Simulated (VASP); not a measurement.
Input of a VASP 6.6.1 run:

File INCAR:

```
PREC = Accurate
ENCUT = 520
EDIFF = 1E-6
ISMEAR = 0
SIGMA = 0.1
LREAL = F
LASPH = T
NELM = 60
ALGO = Normal
ISIF = 2
LWAVE = F
LCHARG = T
LDIPOL = T
IDIPOL = 3
DIPOL = 0.5 0.5 0.285
GGA = PE
LELF = T
LVHAR = T
LVACPOTAV = T
NBANDS = 80
```

File KPOINTS:

```
regular mesh
0
Gamma
  5 5 1
```

The input POSCAR:

```
Cu6H
1.0
    5.1332392722      0.0000000000      0.0000000000
    0.0000000000      5.1332392722      0.0000000000
    0.0000000000      0.0000000000     21.5289058579
Cu H
12 2
Direct
    0.2500000000      0.2500000000      0.1857967157
    0.2500000000      0.7500000000      0.1857967157
    0.7500000000      0.2500000000      0.1857967157
    0.7500000000      0.7500000000      0.1857967157
    0.0000000000      0.0000000000      0.2677566944
    0.0000000000      0.5000000000      0.2677566944
    0.5000000000      0.0000000000      0.2677566944
    0.5000000000      0.5000000000      0.2677566944
    0.2500000000      0.2500000000      0.3497114952
    0.2500000000      0.7500000000      0.3497114952
    0.7500000000      0.2500000000      0.3497114952
    0.7500000000      0.7500000000      0.3497114952
    0.1769467133      1.0000000000      0.3854773630
    0.3230532867      1.0000000000      0.3854773630
```

Potentials or basis: VASP PAW PBE potentials, release 64 (Cu, H).

Launch:

```console
$ cat potpaw_PBE.64/Cu/POTCAR potpaw_PBE.64/H/POTCAR > POTCAR
$ mpirun -np 1 vasp_std > vasp.out
```

Question: Predict the largest force.

Answer: 4.849 eV/Å.

Question: Predict the band gap on the k mesh.

Answer: Zero (bands 67 and 68 overlap by 0.54 eV).

Forces in eV/Å, atoms in the order of the input:
```
Cu   0.000 -0.035  0.021
Cu   0.000  0.035  0.021
Cu   0.000  0.002 -0.026
Cu   0.000 -0.002 -0.026
Cu  -0.220  0.000 -0.434
Cu   0.136  0.000 -0.003
Cu   0.220  0.000 -0.434
Cu  -0.136  0.000 -0.003
Cu   0.000  2.582 -1.220
Cu   0.000 -2.582 -1.220
Cu   0.000  0.225 -0.050
Cu   0.000 -0.225 -0.050
H   -4.536  0.000  1.713
H    4.536  0.000  1.713
```
